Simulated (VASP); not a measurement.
# Li5Sb4 (I4/m) in VASP: single point with r2SCAN

Aim: the single point of Li5Sb4 with r2SCAN.

Program: VASP 6.6.1. These are calculated values, not measurements. Logs are shortened: lines on timing, memory, paths and dates and some standing lists are left out, and cuts for length are marked.

## Step 1: The cell of the first run

Symmetry: I4/m, No. 87, tetragonal system. The conventional cell has a = 12.182 Å, b = 12.182 Å, c = 3.036 Å, α = 90.00°, β = 90.00°, γ = 90.00°. Within 3.8 Å of Li (site symmetry 4/m) lie 4 Sb at 2.92 Å and 10 Li at 3.04 to 3.68 Å. Within 3.8 Å of Li (site symmetry m) lie 5 Sb at 2.85 to 2.89 Å and 6 Li at 3.04 to 3.68 Å. Within 3.8 Å of Sb (site symmetry m) lie 6 Li at 2.85 to 2.92 Å and 2 Sb at 3.04 Å.

## Step 2: Single point, r2SCAN

Contents of POSCAR:

```
Li5Sb4
1.0
    0.0000000000     -0.0000001556      3.0358451358
    6.0907590439     -6.0907591217      1.5179222558
    6.0907590439      6.0907591217     -1.5179222558
Li Sb
5 4
Direct
    0.0000000000      0.0000000000      0.0000000000
    0.2555454287      0.1177253401      0.6288161974
    0.3732707687      0.3711838026      0.1177253401
    0.7444545713      0.8822746599      0.3711838026
    0.6267292313      0.6288161974      0.8822746599
    0.0705851378      0.1586015457      0.2997718214
    0.2291866835      0.7002281786      0.1586015457
    0.9294148622      0.8413984543      0.7002281786
    0.7708133165      0.2997718214      0.8413984543
```

Contents of INCAR.step1:

```
PREC = Accurate
ENCUT = 520
ISMEAR = 1
SIGMA = 0.0138
LREAL = False
LASPH = True
NELM = 100
NBANDS = 28
GGA = PE
ALGO = Normal
EDIFF = 1E-4
LWAVE = True
LCHARG = False
```

Contents of INCAR.step2:

```
PREC = Accurate
ENCUT = 520
EDIFF = 1E-7
ISMEAR = 1
SIGMA = 0.0138
LREAL = False
LASPH = True
NELM = 100
ALGO = Normal
ISIF = 2
LWAVE = False
LCHARG = False
METAGGA = R2SCAN
LMIXTAU = True
NBANDS = 28
ISTART = 1
```

Contents of KPOINTS:

```
Automatic mesh
0
Gamma
  6 6 6
```

Potentials or basis: VASP PAW PBE potentials, release 64 (Li_sv, Sb).

On the command line:

```sh
$ cat potpaw_PBE.64/Li_sv/POTCAR potpaw_PBE.64/Sb/POTCAR > POTCAR
$ cp INCAR.step1 INCAR
$ mpirun -np 1 vasp_std > vasp.out
$ cp INCAR.step2 INCAR
$ mpirun -np 1 vasp_std > vasp.out
```

OUTCAR:

```text
PREC = Accurate
   ENCUT = 520
   EDIFF = 1E-7
   ISMEAR = 1
   LREAL = False
   LASPH = True
   NELM = 100
   ISIF = 2
   METAGGA = R2SCAN
   ISTART = 1

 ion  position               nearest neighbor table
   1  0.000  0.000  0.000-   6 2.92   8 2.92   7 2.92   9 2.92
   2  0.256  0.118  0.629-   9 2.85   9 2.85   6 2.86   8 2.89   8 2.89
   3  0.373  0.371  0.118-   6 2.85   6 2.85   7 2.86   9 2.89   9 2.89
   4  0.744  0.882  0.371-   7 2.85   7 2.85   8 2.86   6 2.89   6 2.89
   5  0.627  0.629  0.882-   8 2.85   8 2.85   9 2.86   7 2.89   7 2.89
   6  0.071  0.159  0.300-   3 2.85   3 2.85   2 2.86   4 2.89   4 2.89   1 2.92
   7  0.229  0.700  0.159-   4 2.85   4 2.85   3 2.86   5 2.89   5 2.89   1 2.92
   8  0.929  0.841  0.700-   5 2.85   5 2.85   4 2.86   2 2.89   2 2.89   1 2.92
   9  0.771  0.300  0.841-   2 2.85   2 2.85   5 2.86   3 2.89   3 2.89   1 2.92

  LATTYP: Found a body centered tetragonal cell.
 ALAT       =    12.1815180878
 C/A-ratio  =     0.2492173072

  Lattice vectors:

 A1 = (   6.0907590439,  -6.0907589661,  -1.5179228800)
 A2 = (  -6.0907590439,   6.0907591217,  -1.5179222558)
 A3 = (   6.0907590439,   6.0907589661,   1.5179228800)

Analysis of symmetry for initial positions (statically):
=====================================================================
 Subroutine PRICEL returns:
 Original cell was already a primitive cell.

 Routine SETGRP: Setting up the symmetry group for a
 body centered tetragonal supercell.

 Subroutine GETGRP returns: Found  8 space group operations
 (whereof  8 operations were pure point group operations)
 out of a pool of 16 trial point group operations.

The static configuration has the point symmetry C_4h.

Analysis of symmetry for dynamics (positions and initial velocities):
=====================================================================
 Subroutine PRICEL returns:
 Original cell was already a primitive cell.

 Routine SETGRP: Setting up the symmetry group for a
 body centered tetragonal supercell.

 Subroutine GETGRP returns: Found  8 space group operations
 (whereof  8 operations were pure point group operations)
 out of a pool of 16 trial point group operations.

The dynamic configuration has the point symmetry C_4h.

 Subroutine INISYM returns: Found  8 space group operations
 (whereof  8 operations are pure point group operations),
 and found     1 'primitive' translations

----------------------------------------------------------------------------------------

                                     Primitive cell

  volume of cell :     225.2436

  direct lattice vectors                    reciprocal lattice vectors
     0.000000000 -0.000000156  3.035845136     0.000000000  0.082091558  0.329397571
     6.090759044 -6.090759122  1.517922256     0.082091575 -0.082091575 -0.000000004
     6.090759044  6.090759122 -1.517922256     0.082091575  0.082091575  0.000000004

  length of vectors
     3.035845136  8.746358121  8.746358121     0.339472802  0.116095018  0.116095018

  position of ions in fractional coordinates (direct lattice)
     0.000000000  0.000000000  0.000000000
     0.255545429  0.117725340  0.628816197
     0.373270769  0.371183803  0.117725340
     0.744454571  0.882274660  0.371183803
     0.626729231  0.628816197  0.882274660
     0.070585138  0.158601546  0.299771821
     0.229186683  0.700228179  0.158601546
     0.929414862  0.841398454  0.700228179
     0.770813316  0.299771821  0.841398454

  ion indices of the primitive-cell ions
   primitive index   ion index
                 1           1
                 2           2
                 3           3
                 4           4
                 5           5
                 6           6
                 7           7
                 8           8
                 9           9

----------------------------------------------------------------------------------------

 KPOINTS: Automatic mesh

Automatic generation of k-mesh.
 Grid dimensions read from file:
 generate k-points for:    6    6    6

 Generating k-lattice:

  Cartesian coordinates                     Fractional coordinates (reciprocal lattice)
     0.000000000  0.013681926  0.054899595     0.166666667  0.000000000  0.000000000
     0.013681929 -0.013681929 -0.000000001     0.000000000  0.166666667  0.000000000
     0.013681929  0.013681929  0.000000001     0.000000000  0.000000000  0.166666667

  Length of vectors
     0.056578800  0.019349170  0.019349170

  Shift w.r.t. Gamma in fractional coordinates (k-lattice)
     0.000000000  0.000000000  0.000000000

 Subroutine IBZKPT returns following result:
 ===========================================

 Found     36 irreducible k-points:

 Following reciprocal coordinates:
            Coordinates               Weight
  0.000000  0.000000  0.000000      1.000000
  0.166667  0.000000  0.000000      8.000000
  0.333333  0.000000  0.000000      8.000000
  0.500000  0.000000 -0.000000      4.000000
 -0.000000  0.166667 -0.000000      4.000000
  0.333333  0.166667 -0.000000      8.000000
[... 16 lines left out ...]
  0.166667  0.333333  0.166667      8.000000
 -0.333333  0.333333  0.166667      4.000000
 [... further k-points ...]
   k-points           NKPTS =     36   k-points in BZ     NKDIM =     36   number of bands    NBANDS=     28
   number of dos      NEDOS =    301   number of ions     NIONS =      9
   total plane-waves  NPLWV = 117600
   dimension x,y,z NGX =    24 NGY =   70 NGZ =   70
   dimension x,y,z NGXF=    48 NGYF=  140 NGZF=  140
   ions per type =               5   4
   NGX,Y,Z   is equivalent  to a cutoff of  13.14, 13.31, 13.31 a.u.
   NGXF,Y,Z  is equivalent  to a cutoff of  26.29, 26.61, 26.61 a.u.
 SYSTEM =  unknown system
   PREC   = accura    normal or accurate (medium, high low for compatibility)
   ISTART =      1    job   : 0-new  1-cont  2-samecut
   ICHARG =      0    charge: 1-file 2-atom 10-const
   ISPIN  =      1    spin polarized calculation?
   LNONCOLLINEAR =      F non collinear calculations
   LSORBIT =      F    spin-orbit coupling
   LASPH  =      T    aspherical Exc in radial PAW
   ENCUT  =  520.0 eV  38.22 Ry    6.18 a.u.   5.64 16.26 16.26*2*pi/ulx,y,z
   NELM   =    100;   NELMIN=  2; NELMDL=  0     # of ELM steps
   EDIFF  = 0.1E-06   stopping-criterion for ELM
   LREAL  =      F    real-space projection
   EDIFFG = 0.1E-05   stopping-criterion for IOM
   NSW    =      0    number of steps for IOM
   IBRION =     -1    ionic relax: 0-MD 1-quasi-New 2-CG
   NFREE  =      0    steps in history (QN), initial steepest desc. (CG)
   ISIF   =      2    stress and relaxation
   ISYM   =      2    0-nonsym 1-usesym 2-fastsym
   POTIM  = 0.5000    time-step for ionic-motion
   TEBEG  =    0.0;   TEEND  =   0.0 temperature during run
   PSTRESS=    0.0 pullay stress
   NELECT =      35.0000    total number of electrons
   NUPDOWN=      -1.0000    fix difference up-down
   EMIN   =  10.00;   EMAX   =-10.00  energy-range for DOS
   EFERMI =   0.00;   METHOD = LEGACY
   ISMEAR =     1;   SIGMA  =   0.01  broadening in eV -4-tet -1-fermi 0-gaus
   EFERMI_NEDOS =   21; number of points for ismear=-14 and -15
   IALGO  =     38    algorithm
   IMIX   =      4    mixing-type and parameters
     AMIX     =   0.40;   BMIX     =  1.00
     AMIX_MAG =   1.60;   BMIX_MAG =  1.00
  volume/ion in A,a.u.               =      25.03       168.89
  Fermi-wavevector in a.u.,A,eV,Ry     =   0.880130  1.663204 10.539459  0.774628
  Thomas-Fermi vector in A             =   2.000448
   LORBIT       =      0    0 simple, 1 ext, 2 COOP (PROOUT), +10 PAW based schemes
   METAGGA = R2SCAN    functional components
   LHFCALC =     F    Hartree Fock is set to
   AEXX    =    0.0000 exact exchange contribution
   IVDW    =     0    specifies the selected vdW correction
   LEPSILON=     F    determine dielectric tensor
   LRPA    =     F    only Hartree local field effects (RPA)
 non-spin polarized calculation
 Methfessel and Paxton  Order N= 1 SIGMA  =   0.01
  energy-cutoff  :      520.00
  volume of cell :      225.24
 maximum number of plane-waves:      6096
 NGX is ok and might be reduce to    24
   NGX = 11   NGY = 33   NGZ = 33

 number of electron      34.9999991 magnetization

 Free energy of the ion-electron system (eV)
  ---------------------------------------------------
  ext. energy  EPLUGINS =         0.00000000
  ---------------------------------------------------
  free energy    TOTEN  =      -118.65741792 eV

  energy without entropy =     -118.65732137  energy(sigma->0) =     -118.65738574

 E-fermi :   3.2032     XC(G=0):  -8.4899

 val. band max:        3.1530697331   @ k =   0.3333   0.1667   0.1667
 cond. band min:       3.2074233715   @ k =  -0.3333   0.1667  -0.0000
 fundamental gap:      0.0543536384
 Fermi energy:         3.2032097428

 k-point     1 :       0.0000    0.0000    0.0000
  band No.  band energies     occupation
      1     -45.0218      2.00000
      2     -44.5558      2.00000
      3     -44.5556      2.00000
      4     -44.5537      2.00000
      5     -44.5536      2.00000
      6      -7.4991      2.00000
[... 20 lines left out ...]
     27       9.4131      0.00000
     28       9.6138      0.00000

 k-point     2 :       0.1667    0.0000    0.0000
  band No.  band energies     occupation
      1     -45.0204      2.00000
      2     -44.5540      2.00000
      3     -44.5539      2.00000
      4     -44.5522      2.00000
      5     -44.5521      2.00000
      6      -7.0274      2.00000
[... 674 lines left out ...]
 k-point    24 :      -0.3333    0.3333    0.1667
  band No.  band energies     occupation
      1     -45.0177      2.00000
      2     -44.5503      2.00000
      3     -44.5502      2.00000
      4     -44.5492      2.00000
      5     -44.5492      2.00000
      6      -5.5925      2.00000
[... 20 lines left out ...]
     27       8.8186      0.00000
     28       9.2636      0.00000

 [... further k-points ...]

------------------------ aborting loop because EDIFF is reached ----------------------------------------

  FORCE on cell =-STRESS in cart. coord.  units (eV):
  Direction    XX          YY          ZZ          XY          YZ          ZX
  --------------------------------------------------------------------------------------
  -------------------------------------------------------------------------------------
  Total       -0.0903968     -0.0903968     -0.0431906      0.0000002     -0.0000000     -0.0000000
  in kB       -0.6430003     -0.6430003     -0.3072187      0.0000016     -0.0000000     -0.0000000
  external PRESSURE =      -0.5310731 kB  Pullay stress =       0.0000000 kB

 VOLUME and BASIS-vectors are now :
 -----------------------------------------------------------------------------
  energy-cutoff  :      520.00
  volume of cell :      225.24
      direct lattice vectors                 reciprocal lattice vectors
     0.000000000 -0.000000156  3.035845136     0.000000000  0.082091558  0.329397571
     6.090759044 -6.090759122  1.517922256     0.082091575 -0.082091575 -0.000000004
     6.090759044  6.090759122 -1.517922256     0.082091575  0.082091575  0.000000004

 POSITION                                       TOTAL-FORCE (eV/Angst)
 -----------------------------------------------------------------------------------
      0.00000      0.00000      0.00000        -0.000000     -0.000000      0.000000
      4.54700      3.11293      0.00000        -0.006484     -0.014935     -0.000000
      2.97783     -1.54375      1.51792         0.014935     -0.006484     -0.000000
      7.63451     -3.11293      3.03584         0.006484      0.014935      0.000000
      9.20369      1.54375      1.51792        -0.014935      0.006484      0.000000
      2.79184      0.85983      0.00000         0.006313     -0.002571     -0.000000
      5.23092     -3.29892      1.51792         0.002571      0.006313      0.000000
      9.38968     -0.85983      3.03585        -0.006313      0.002571      0.000000
      6.95059      3.29892      1.51792        -0.002571     -0.006313     -0.000000
 -----------------------------------------------------------------------------------
    total drift:                                0.000000      0.000000      0.000000

  FREE ENERGIE OF THE ION-ELECTRON SYSTEM (eV)
  ---------------------------------------------------
  free  energy   TOTEN  =      -118.6574179165 eV

  energy  without entropy=     -118.6573213740  energy(sigma->0) =     -118.65738574
```

Run time: 14 min. Hardware: 1 thread of Intel Xeon Platinum 8488C (Sapphire Rapids), shared host; peak memory 0.48 GiB.

Results:

```
Free energy            : -118.6574 eV
Largest force          : 0.016 eV/Å
Band gap on the k mesh : zero (an odd number of electrons rules out a gap without spin polarisation)
```

Forces on the atoms (eV/Å):
```
Li   0.000  0.000  0.000
Li  -0.006 -0.015  0.000
Li   0.015 -0.006  0.000
Li   0.006  0.015  0.000
Li  -0.015  0.006  0.000
Sb   0.006 -0.003  0.000
Sb   0.003  0.006  0.000
Sb  -0.006  0.003  0.000
Sb  -0.003 -0.006  0.000
```

Caveat: the cutoff is under 1.25 times the usual one of these potentials, so pressure, stress and relaxed cells hold a basis-set (Pulay) error; the PAW data sets were made with another functional, which shifts forces and pressure a little; spin-orbit coupling is left out, which moves the levels of the heavy elements; an odd number of electrons without spin polarisation forces a metal; a magnetic or distorted state may lie lower.

The gap in the log of VASP goes by the Fermi energy; the results here count the filled bands.